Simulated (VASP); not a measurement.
Here is a VASP 6.6.1 calculation.

The input INCAR:

```
ALGO = Normal
EDIFF = 1E-6
ENCUT = 520
GGA = PE
ISIF = 2
ISMEAR = 0
IVDW = 12
LASPH = T
LCHARG = T
LELF = T
LREAL = Auto
LVHAR = T
LWAVE = F
NBANDS = 72
NELM = 80
PREC = Accurate
SIGMA = 0.05
```

Contents of KPOINTS:

```
k-points
0
Gamma
  3 3 3
```

The input POSCAR:

```
Al
1.0
    8.1000000000      0.0000000000      0.0000000000
    0.0000000000      8.1000000000      0.0000000000
    0.0000000000      0.0000000000      8.1000000000
Al
33
Direct
    0.4997641975      0.0061364198     -0.0047706173
    0.7575556790      0.2552006173      0.0087261728
    0.7315872840     -0.0078327160      0.2508318519
   -0.0003477778     -0.0061002469     -0.0174508642
    0.2419102469      0.2550655556      0.0085828395
    0.4995914815      0.4985988889     -0.0130555556
    0.7466920988      0.7520213580     -0.0018882716
    0.2678864198     -0.0078330864      0.2508288889
    0.4995853086      0.2418917284      0.2505187654
    0.6972188889      0.5106825926      0.2491920988
    0.4997590123      0.0067700000      0.5054216049
    0.7590939506      0.2566714815      0.4916023457
    0.7446628395      0.0065140741      0.7500508642
   -0.0001565432      0.5099632099     -0.0471920988
    0.2527558025      0.7521459259     -0.0019966667
   -0.0001706173      0.1579592593      0.2508561728
    0.3013967901      0.5106696296      0.2491875309
    0.4995874074      0.7648732099      0.2511038272
   -0.0003470370     -0.0090400000      0.5190077778
    0.2403535802      0.2565479012      0.4917274074
    0.4995876543      0.4981432099      0.5132708642
    0.7469935802      0.7509172840      0.5032138272
    0.2547603704      0.0065154321      0.7500465432
    0.4997556790      0.2490988889      0.7500807407
    0.7367467901      0.4985561728      0.7517151852
   -0.0002107407      0.7771146914      0.2497671605
   -0.0001588889      0.5130698765      0.5565925926
    0.2524556790      0.7510480247      0.5033197531
   -0.0003406173      0.2426388889      0.7505612346
    0.2627349383      0.4985533333      0.7517134568
    0.4997565432      0.7566019753      0.7502180247
   -0.0003498765      0.7653960494      0.7538685185
   -0.0008500000      0.4552345679      0.2563970370
```

Potentials or basis: VASP PAW PBE potentials, release 64 (Al).

Run with:

```bash
$ cat potpaw_PBE.64/Al/POTCAR > POTCAR
$ mpirun -np 1 vasp_std > vasp.out
```

**Question.** What does it give for the band gap on the k mesh?

**Answer.** Zero (an odd number of electrons rules out a gap without spin polarisation).

**Question.** Estimate the dispersion energy per atom.

**Answer.** -0.345 eV.

Stress tensor (GPa, compression positive):
```
0.94 0.00 0.00
0.00 1.68 0.07
0.00 0.07 0.96
```
